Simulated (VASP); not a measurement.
# ZrN in VASP: a series of runs

Aim: see how the results for ZrN move with the level of theory and the settings. Levels: PBEsol+U, PBE. Tasks: single point.

Everything below comes from runs of VASP 6.6.1. Logs are shortened: lines on timing, memory, paths and dates and some standing lists are left out, and cuts for length are marked.

## (1) The cell of the first run

It takes space group Fm-3m (No. 225, cubic). The conventional cell has a = 4.595 Å, b = 4.595 Å, c = 4.595 Å, α = 90.00°, β = 90.00°, γ = 90.00°. Within 3.0 Å of Zr (site symmetry m-3m) lie 6 N at 2.30 Å. Within 3.0 Å of N (site symmetry m-3m) lie 6 Zr at 2.30 Å.

## (2) Single point, PBEsol+U

File INCAR:

```
SYSTEM = ZrN
PREC = Accurate
ENCUT = 600
EDIFF = 1E-6
ISMEAR = 0
SIGMA = 0.1
LREAL = .False.
LASPH = .True.
NELM = 200
ALGO = Normal
ISIF = 2
LWAVE = .False.
LCHARG = .False.
LMAXMIX = 4
LDAU = .True.
LDAUTYPE = 2
LDAUL = 2 -1
LDAUU = 2 0
LDAUJ = 0 0
LDAUPRINT = 1
GGA = PS
NBANDS = 16
GGA_COMPAT = .False.
```

File KPOINTS:

```
Automatic mesh
0
Gamma
  20 20 20
  0 0 0
```

File POSCAR:

```
ZrN
1.0
    0.0000000000      2.2973276707      2.2973276707
    2.2973276707      0.0000000000      2.2973276707
    2.2973276707      2.2973276707      0.0000000000
Zr N
1 1
Direct
    0.0000000000      0.0000000000      0.0000000000
    0.5000000000      0.5000000000      0.5000000000
```

Potentials or basis: VASP PAW PBE potentials, release 64 (Zr_sv, N).

The run is started by

```bash
cat potpaw_PBE.64/Zr_sv/POTCAR potpaw_PBE.64/N/POTCAR > POTCAR
mpirun -np 1 vasp_std > vasp.out
```

OUTCAR:

```text
SYSTEM = ZrN
   PREC = Accurate
   ENCUT = 600
   EDIFF = 1E-6
   ISMEAR = 0
   LREAL = .False.
   LASPH = .True.
   NELM = 200
   ISIF = 2
   GGA = PS

 ion  position               nearest neighbor table
   1  0.000  0.000  0.000-   2 2.30   2 2.30   2 2.30   2 2.30   2 2.30   2 2.30
   2  0.500  0.500  0.500-   1 2.30   1 2.30   1 2.30   1 2.30   1 2.30   1 2.30

  LATTYP: Found a face centered cubic cell.
 ALAT       =     4.5946553414

  Lattice vectors:

 A1 = (   0.0000000000,   2.2973276707,   2.2973276707)
 A2 = (   2.2973276707,   0.0000000000,   2.2973276707)
 A3 = (   2.2973276707,   2.2973276707,   0.0000000000)

Analysis of symmetry for initial positions (statically):
=====================================================================
 Subroutine PRICEL returns:
 Original cell was already a primitive cell.

 Routine SETGRP: Setting up the symmetry group for a
 face centered cubic supercell.

 Subroutine GETGRP returns: Found 48 space group operations
 (whereof 48 operations were pure point group operations)
 out of a pool of 48 trial point group operations.

The static configuration has the point symmetry O_h .

Analysis of symmetry for dynamics (positions and initial velocities):
=====================================================================
 Subroutine PRICEL returns:
 Original cell was already a primitive cell.

 Routine SETGRP: Setting up the symmetry group for a
 face centered cubic supercell.

 Subroutine GETGRP returns: Found 48 space group operations
 (whereof 48 operations were pure point group operations)
 out of a pool of 48 trial point group operations.

The dynamic configuration has the point symmetry O_h .

 Subroutine INISYM returns: Found 48 space group operations
 (whereof 48 operations are pure point group operations),
 and found     1 'primitive' translations

----------------------------------------------------------------------------------------

                                     Primitive cell

  volume of cell :      24.2493

  direct lattice vectors                    reciprocal lattice vectors
     0.000000000  2.297327671  2.297327671    -0.217644181  0.217644181  0.217644181
     2.297327671  0.000000000  2.297327671     0.217644181 -0.217644181  0.217644181
     2.297327671  2.297327671  0.000000000     0.217644181  0.217644181 -0.217644181

  length of vectors
     3.248911949  3.248911949  3.248911949     0.376970780  0.376970780  0.376970780

  position of ions in fractional coordinates (direct lattice)
     0.000000000  0.000000000  0.000000000
     0.500000000  0.500000000  0.500000000

  ion indices of the primitive-cell ions
   primitive index   ion index
                 1           1
                 2           2

----------------------------------------------------------------------------------------

 KPOINTS: Automatic mesh

Automatic generation of k-mesh.
 Grid dimensions read from file:
 generate k-points for:   20   20   20

 Generating k-lattice:

  Cartesian coordinates                     Fractional coordinates (reciprocal lattice)
    -0.010882209  0.010882209  0.010882209     0.050000000  0.000000000  0.000000000
     0.010882209 -0.010882209  0.010882209     0.000000000  0.050000000  0.000000000
     0.010882209  0.010882209 -0.010882209     0.000000000  0.000000000  0.050000000

  Length of vectors
     0.018848539  0.018848539  0.018848539

  Shift w.r.t. Gamma in fractional coordinates (k-lattice)
     0.000000000  0.000000000  0.000000000

 Subroutine IBZKPT returns following result:
 ===========================================

 Found    256 irreducible k-points:

 Following reciprocal coordinates:
[... 34 lines left out ...]
 SYSTEM =  ZrN
   PREC   = accura    normal or accurate (medium, high low for compatibility)
   ISTART =      0    job   : 0-new  1-cont  2-samecut
   ICHARG =      2    charge: 1-file 2-atom 10-const
   ISPIN  =      1    spin polarized calculation?
   LNONCOLLINEAR =      F non collinear calculations
   LSORBIT =      F    spin-orbit coupling
   LASPH  =      T    aspherical Exc in radial PAW
   ENCUT  =  600.0 eV  44.10 Ry    6.64 a.u.   6.49  6.49  6.49*2*pi/ulx,y,z
   NELM   =    200;   NELMIN=  2; NELMDL= -5     # of ELM steps
   EDIFF  = 0.1E-05   stopping-criterion for ELM
   LREAL  =      F    real-space projection
   EDIFFG = 0.1E-04   stopping-criterion for IOM
   NSW    =      0    number of steps for IOM
   IBRION =     -1    ionic relax: 0-MD 1-quasi-New 2-CG
   NFREE  =      0    steps in history (QN), initial steepest desc. (CG)
   ISIF   =      2    stress and relaxation
   ISYM   =      2    0-nonsym 1-usesym 2-fastsym
   POTIM  = 0.5000    time-step for ionic-motion
   TEBEG  =    0.0;   TEEND  =   0.0 temperature during run
   PSTRESS=    0.0 pullay stress
   NELECT =      17.0000    total number of electrons
   NUPDOWN=      -1.0000    fix difference up-down
   EMIN   =  10.00;   EMAX   =-10.00  energy-range for DOS
   EFERMI =   0.00;   METHOD = LEGACY
   ISMEAR =     0;   SIGMA  =   0.10  broadening in eV -4-tet -1-fermi 0-gaus
   EFERMI_NEDOS =   21; number of points for ismear=-14 and -15
   IALGO  =     38    algorithm
   IMIX   =      4    mixing-type and parameters
     AMIX     =   0.40;   BMIX     =  1.00
     AMIX_MAG =   1.60;   BMIX_MAG =  1.00
  volume/ion in A,a.u.               =      12.12        81.82
  Fermi-wavevector in a.u.,A,eV,Ry     =   1.454314  2.748255 28.776721  2.115029
  Thomas-Fermi vector in A             =   2.571479
   LORBIT       =      0    0 simple, 1 ext, 2 COOP (PROOUT), +10 PAW based schemes
 LDA+U is selected, type is set to LDAUTYPE =  2
   angular momentum for each species LDAUL =     2   -1
   U (eV)           for each species LDAUU =   2.0  0.0
   J (eV)           for each species LDAUJ =   0.0  0.0
   GGA     = PS    functional components
   LHFCALC =     F    Hartree Fock is set to
   AEXX    =    0.0000 exact exchange contribution
   IVDW    =     0    specifies the selected vdW correction
   LEPSILON=     F    determine dielectric tensor
   LRPA    =     F    only Hartree local field effects (RPA)
 non-spin polarized calculation
 Gauss-broadening in eV      SIGMA  =   0.10
  energy-cutoff  :      600.00
  volume of cell :       24.25
 maximum number of plane-waves:       869
 NGX is ok and might be reduce to    28

atom =   1  type =  1  l = 2

 onsite density matrix

spin component  1

  0.1577  0.0000 -0.0000  0.0000  0.0000
  0.0000  0.1577  0.0000  0.0000 -0.0000
 -0.0000  0.0000  0.1689 -0.0000 -0.0000
  0.0000  0.0000 -0.0000  0.1577 -0.0000
  0.0000 -0.0000 -0.0000 -0.0000  0.1689

spin component  2

  0.1577  0.0000 -0.0000  0.0000  0.0000
  0.0000  0.1577  0.0000  0.0000 -0.0000
 -0.0000  0.0000  0.1689 -0.0000 -0.0000
  0.0000  0.0000 -0.0000  0.1577 -0.0000
  0.0000 -0.0000 -0.0000 -0.0000  0.1689

 occupancies and eigenvectors

  o =  0.1577  v =  0.9996 -0.0141  0.0000 -0.0229 -0.0000  0.0000  0.0000  0.0000  0.0000  0.0000      0.0000  0.0000  0.0000  0.0000  0.0000  0.0000  0.0000  0.0000  0.0000  0.0000
  o =  0.1577  v =  0.0000  0.0000  0.0000  0.0000  0.0000  0.9996 -0.0141  0.0000 -0.0229 -0.0000      0.0000  0.0000  0.0000  0.0000  0.0000  0.0000  0.0000  0.0000  0.0000  0.0000
  o =  0.1577  v =  0.0209 -0.1270 -0.0000  0.9917  0.0000  0.0000  0.0000  0.0000  0.0000  0.0000      0.0000  0.0000  0.0000  0.0000  0.0000  0.0000  0.0000  0.0000  0.0000  0.0000
  o =  0.1577  v =  0.0000  0.0000  0.0000  0.0000  0.0000  0.0209 -0.1270 -0.0000  0.9917  0.0000      0.0000  0.0000  0.0000  0.0000  0.0000  0.0000  0.0000  0.0000  0.0000  0.0000
  o =  0.1577  v = -0.0169 -0.9918 -0.0000 -0.1266 -0.0000  0.0000  0.0000  0.0000  0.0000  0.0000      0.0000  0.0000  0.0000  0.0000  0.0000  0.0000  0.0000  0.0000  0.0000  0.0000
  o =  0.1577  v =  0.0000  0.0000  0.0000  0.0000  0.0000 -0.0169 -0.9918 -0.0000 -0.1266 -0.0000      0.0000  0.0000  0.0000  0.0000  0.0000  0.0000  0.0000  0.0000  0.0000  0.0000
  o =  0.1689  v =  0.0000 -0.0000  0.0104 -0.0000  0.9999  0.0000  0.0000  0.0000  0.0000  0.0000      0.0000  0.0000  0.0000  0.0000  0.0000  0.0000  0.0000  0.0000  0.0000  0.0000
  o =  0.1689  v =  0.0000  0.0000  0.0000  0.0000  0.0000  0.0000 -0.0000  0.0104 -0.0000  0.9999      0.0000  0.0000  0.0000  0.0000  0.0000  0.0000  0.0000  0.0000  0.0000  0.0000
  o =  0.1689  v =  0.0000  0.0000  0.0000  0.0000  0.0000 -0.0000 -0.0000  0.9999  0.0000 -0.0104      0.0000  0.0000  0.0000  0.0000  0.0000  0.0000  0.0000  0.0000  0.0000  0.0000
  o =  0.1689  v = -0.0000 -0.0000  0.9999  0.0000 -0.0104  0.0000  0.0000  0.0000  0.0000  0.0000      0.0000  0.0000  0.0000  0.0000  0.0000  0.0000  0.0000  0.0000  0.0000  0.0000

 number of electron      17.0000000 magnetization

 Free energy of the ion-electron system (eV)
  ---------------------------------------------------
  ext. energy  EPLUGINS =         0.00000000
  ---------------------------------------------------
  free energy    TOTEN  =       -20.15479107 eV

  energy without entropy =      -20.15093953  energy(sigma->0) =      -20.15286530

 E-fermi :  12.1074     XC(G=0): -12.6510

 val. band max:       12.1010255073   @ k =  -0.3000   0.4500   0.1500
 cond. band min:      12.1196283991   @ k =   0.3000   0.1000   0.0500
 fundamental gap:      0.0186028918
 Fermi energy:        12.1074104842

 k-point     1 :       0.0000    0.0000    0.0000
  band No.  band energies     occupation
      1     -37.9005      2.00000
      2     -15.5427      2.00000
      3     -15.5427      2.00000
      4     -15.5427      2.00000
      5      -4.3178      2.00000
      6       9.2636      2.00000
[... 433 lines left out ...]
      3     -15.6516      2.00000
      4     -15.6125      2.00000
      5      -2.5135      2.00000
      6       4.9191      2.00000
[... 8 lines left out ...]
     15      24.2795      0.00000
     16      25.3264      0.00000

 [... further k-points ...]

------------------------ aborting loop because EDIFF is reached ----------------------------------------

  FORCE on cell =-STRESS in cart. coord.  units (eV):
  Direction    XX          YY          ZZ          XY          YZ          ZX
  --------------------------------------------------------------------------------------
  -------------------------------------------------------------------------------------
  Total       -0.1426364     -0.1426364     -0.1426364     -0.0000000      0.0000000     -0.0000000
  in kB       -9.4241508     -9.4241508     -9.4241508     -0.0000000      0.0000000     -0.0000000
  external PRESSURE =      -9.4241508 kB  Pullay stress =       0.0000000 kB

 VOLUME and BASIS-vectors are now :
 -----------------------------------------------------------------------------
  energy-cutoff  :      600.00
  volume of cell :       24.25
      direct lattice vectors                 reciprocal lattice vectors
     0.000000000  2.297327671  2.297327671    -0.217644181  0.217644181  0.217644181
     2.297327671  0.000000000  2.297327671     0.217644181 -0.217644181  0.217644181
     2.297327671  2.297327671  0.000000000     0.217644181  0.217644181 -0.217644181

 POSITION                                       TOTAL-FORCE (eV/Angst)
 -----------------------------------------------------------------------------------
      0.00000      0.00000      0.00000        -0.000000      0.000000      0.000000
      2.29733      2.29733      2.29733         0.000000     -0.000000     -0.000000
 -----------------------------------------------------------------------------------
    total drift:                                0.000000      0.000000      0.000000

  FREE ENERGIE OF THE ION-ELECTRON SYSTEM (eV)
  ---------------------------------------------------
  free  energy   TOTEN  =       -20.1547910651 eV

  energy  without entropy=      -20.1509395276  energy(sigma->0) =      -20.15286530
```

It took 2.7 min on 1 thread of Intel Xeon 8259CL, shared host; peak memory 0.26 GiB.

What came out:

| Property | Result |
| --- | --- |
| Free energy | -20.1548 eV |
| Pressure | -0.9 GPa |
| Band gap on the k mesh | zero (an odd number of electrons rules out a gap without spin polarisation) |

Eigenvalues of the final occupation matrices:
```tsv
site	spin	trace	eigenvalues
site 1 d	1	0.81	0.16 0.16 0.16 0.17 0.17
site 1 d	2	0.81	0.16 0.16 0.16 0.17 0.17
```

Caveat: the PAW data sets were made with another functional, which shifts forces and pressure a little; U without spin polarisation on a metal has little footing.

## (3) Single point, PBE

This run uses another cell than the first one: it holds 8 atoms, not 2.

File INCAR:

```
PREC = Accurate
ENCUT = 600
EDIFF = 1E-6
ISMEAR = 0
SIGMA = 0.2
LREAL = F
LASPH = T
NELM = 120
ALGO = Normal
ISIF = 2
LWAVE = F
LCHARG = F
GGA = PE
NBANDS = 44
GGA_COMPAT = F
```

File KPOINTS:

```
regular mesh
0
Gamma
  6 4 4
```

File POSCAR:

```
ZrN
1.0
   -2.2862012859     -0.0013293837     -2.2853214011
   -2.3003777334     -4.6123226433      2.2979679082
   -2.2987645228      4.6126212095      2.3002131632
Zr N
4 4
Direct
    0.5000027312      0.9999822969      0.5000291054
    0.0000033784      0.4999906208      0.5000052190
    1.0000046992      1.0000054474      1.0000053197
    0.4999905880      0.5000224239      0.9999659686
   -0.0000063307      0.7500018717      0.2499953776
    0.5000046958      0.2500026369      0.2500009937
    0.4999994825      0.7500008504      0.7499974406
    0.0000007556      0.2499938519      0.7500005751
```

Potentials or basis: VASP PAW PBE potentials, release 64 (Zr_sv, N).

The run is started by

```bash
cat potpaw_PBE.64/Zr_sv/POTCAR potpaw_PBE.64/N/POTCAR > POTCAR
mpirun -np 1 vasp_std > vasp.out
```

Run time: 7.5 min. Hardware: 1 thread of Intel Xeon 8259CL, shared host; peak memory 0.37 GiB.

The run converged. Its results:

```
Free energy            : -81.5506 eV
Pressure               : 0.2 GPa
Band gap on the k mesh : zero (bands 34 and 35 overlap by 1.51 eV)
```

Forces on the atoms (eV/Å):
```
Zr   0.001 -0.002  0.000
Zr   0.000 -0.001  0.000
Zr   0.000  0.000  0.000
Zr  -0.001  0.002  0.000
N    0.000  0.001  0.000
N    0.000  0.000  0.000
N    0.000  0.000  0.000
N    0.000  0.000  0.000
```

Stress tensor (GPa, compression positive):
```
 0.17 -0.05  0.02
-0.05  0.15 -0.06
 0.02 -0.06  0.29
```

Levels at points of the mesh, in eV from the Fermi level:
| k point | band 32 | band 33 | band 34 | band 35 | band 36 | band 37 |
| --- | --- | --- | --- | --- | --- | --- |
| (0.00, 0.00, 0.00) | -2.69 | -2.66 | -0.47 | -0.45 | -0.37 | 1.50 |
| (0.50, 0.00, 0.00) | -4.72 | 0.92 | 0.92 | 0.94 | 0.94 | 1.60 |
| (0.00, 0.50, 0.00) | -4.57 | -0.58 | -0.58 | 0.60 | 0.60 | 1.02 |
| (0.50, 0.50, 0.00) | -4.62 | -0.59 | -0.59 | -0.59 | -0.59 | 3.45 |
| (0.00, 0.00, 0.50) | -4.57 | -0.58 | -0.58 | 0.60 | 0.60 | 1.02 |
| (0.50, 0.00, 0.50) | -4.62 | -0.59 | -0.59 | -0.59 | -0.59 | 3.45 |
| (0.00, 0.50, 0.50) | -3.37 | -2.27 | -2.27 | 1.65 | 1.65 | 1.80 |
| (0.50, 0.50, 0.50) | -3.22 | -3.18 | -3.18 | 2.94 | 2.95 | 2.99 |
